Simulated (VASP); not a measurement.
# GaN: single point with PBEsol

GaN:

```
CELL_PARAMETERS angstrom
3.23032 0.00000 0.00000
-1.61516 2.79754 0.00000
0.00000 0.00000 5.34099
ATOMIC_POSITIONS crystal
Ga 0.33333 0.66667 0.99919
Ga 0.66667 0.33333 0.49919
N 0.33333 0.66667 0.37581
N 0.66667 0.33333 0.87581
```

This cell differs from its parent crystal: strain +0.015 along x and y, +0.030 along z.

| Item | Value |
| --- | --- |
| Program | VASP 6.6.1 |
| Task | single point |
| Functional | PBEsol |
| Potentials or basis | VASP PAW PBE potentials, release 64 (Ga_d, N) |
| Cutoff | 520 eV |
| k mesh | 12 × 12 × 6 |
| Occupations | gaussian, width 0.05 eV |
| Spin | no spin polarisation |
| Dipole correction | no |
| Further INCAR settings | ALGO = Normal; EDIFF = 1e-07; NBANDS = 26 |

- Pressure: -9.9 GPa
- Largest force: 0.075 eV/Å
- Band gap on the k mesh: 1.46 eV, direct

Forces in eV/Å, atoms in the order of the input:
```
Ga   0.000  0.000  0.075
Ga   0.000  0.000  0.075
N    0.000  0.000 -0.075
N    0.000  0.000 -0.075
```

Stress tensor (GPa, compression positive):
```
 -8.42   0.00   0.00
  0.00  -8.42   0.00
  0.00   0.00 -12.86
```

Levels at points of the mesh, in eV from the valence-band top:
| k point | band 15 | band 16 | band 17 | band 18 | band 19 | band 20 | band 21 | band 22 |
| --- | --- | --- | --- | --- | --- | --- | --- | --- |
| (0.00, 0.00, 0.00) | -0.93 | -0.08 | 0.00 | 0.00 | 1.46 | 3.95 | 8.66 | 9.59 |
| (0.50, 0.00, 0.00) | -4.00 | -2.54 | -2.09 | -0.97 | 4.86 | 5.12 | 5.69 | 8.02 |
| (0.00, 0.00, 0.50) | -0.48 | -0.48 | -0.48 | -0.48 | 3.87 | 3.87 | 7.98 | 7.98 |
| (0.50, 0.00, 0.50) | -1.86 | -1.86 | -1.82 | -1.82 | 4.07 | 4.07 | 7.29 | 7.29 |

It took 84 s on 1 thread of Intel(R) Xeon(R) Platinum 8488C (Sapphire Rapids), on a shared host, peak memory 0.21 GiB.

Caveat: the cell differs from its parent crystal (strain +0.015 along x and y, +0.030 along z); the PAW data sets were made with another functional, which shifts forces and pressure a little.
